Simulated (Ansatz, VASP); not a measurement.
# Two plane-wave programs on Ir3C2

```
Ir C
1.0
     5.57872    0.00000    0.00000
    -2.78936    4.83131    0.00000
     0.00000    0.00000    2.74356
Ir C
3 2
Direct
  0.50000 0.00000 0.50000
  0.00000 0.50000 0.50000
  0.50000 0.50000 0.50000
  0.66667 0.33333 0.00000
  0.33333 0.66667 0.00000
```

Alike in both runs: functional PBE; k mesh 12 × 12 × 14; occupations gaussian, width 0.1 eV; no spin polarisation.

Ansatz relaxed the structure, and its values are those at the end. VASP's run is a single point on that final structure, the one shown.

```csv
,VASP,Ansatz
version,VASP 6.6.1,Ansatz 0.2.0
potentials or method,"VASP PAW PBE potentials, release 64 (Ir, C), cutoff 600 eV","scalar-relativistic, plane waves, PAW"
valence electrons in the cell,35,59
```

```tsv
	VASP	Ansatz	Ansatz less VASP
gap on the k mesh at the Fermi level (eV)	none	none	-
pressure (GPa)	1.2	0.0	-1.25
```

A gap of «none» marks a metal or a gap that the smearing closes. VASP's potentials hold 35 valence electrons a cell and Ansatz's 59, so a difference there can come from the potentials and not from the codes.

Neither program's run includes spin-orbit coupling.
